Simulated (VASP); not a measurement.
Input of a VASP 6.6.1 run:

The input INCAR:

```
ALGO = Normal
EDIFF = 1E-5
ENCUT = 550
GGA = PE
GGA_COMPAT = F
IBRION = 0
ISIF = 2
ISMEAR = -1
ISYM = -1
IVDW = 12
LANGEVIN_GAMMA = 30 30 30 30
LASPH = T
LCHARG = F
LREAL = Auto
LWAVE = F
MAXMIX = 40
MDALGO = 3
NELM = 120
NELMIN = 4
NSW = 40
POTIM = 1.5
PREC = Normal
RANDOM_SEED = 59822 0 0
SIGMA = 0.05
TEBEG = 300.0
TEEND = 300.0
```

Contents of KPOINTS:

```
explicit points
1
Reciprocal
  0.25000000   0.25000000   0.25000000 1
```

File POSCAR:

```
Na4Li7S2Cl7
1.0
    7.4728680000      0.0415700000     -0.1084870000
    0.0415700000      7.3694800000     -0.0643420000
   -0.1084870000     -0.0643420000      7.5562280000
Na S Li Cl
4 2 7 7
Direct
    0.7432208399      0.4225241858      0.4758889908
    0.9044528902      0.8353086401      0.4292759024
    0.4462266879      0.7831177919      0.8449252126
    0.8945539237      0.0556137693      0.9130269475
    0.5542644593      0.5999554627      0.1682656973
    0.1087248999      0.3967393853      0.1071055547
    0.1101883987      0.1925736236      0.3451326820
    0.4606937429      0.8657788378      0.2468042402
    0.2710324877      0.6148400186      0.3047161236
    0.8335989912      0.5398024820      0.0260508660
    0.3867453965      0.3008164017      0.0243924682
    0.1340689659      0.4693266787      0.8172805827
    0.4293118349      0.1847020353      0.5544366008
    0.8765893695      0.6436589493      0.7423088059
    0.5473782172      0.0969586738      0.8502866066
    0.9953583993      0.2321436017      0.6329885753
    0.6469484576      0.1022991607      0.2762114090
    0.1267808826      0.9309810838      0.1279166458
    0.3901780620      0.4757886032      0.6103580368
    0.2728434906      0.8993392310      0.5301630747
```

Potentials or basis: VASP PAW PBE potentials, release 64 (Na_pv, S, Li_sv, Cl).

The run is started by

```console
$ cat potpaw_PBE.64/Na_pv/POTCAR potpaw_PBE.64/S/POTCAR potpaw_PBE.64/Li_sv/POTCAR potpaw_PBE.64/Cl/POTCAR > POTCAR
$ mpirun -np 1 vasp_std > vasp.out
```

(1) Predict the dispersion energy per atom.

Answers

(1) -0.203 eV.
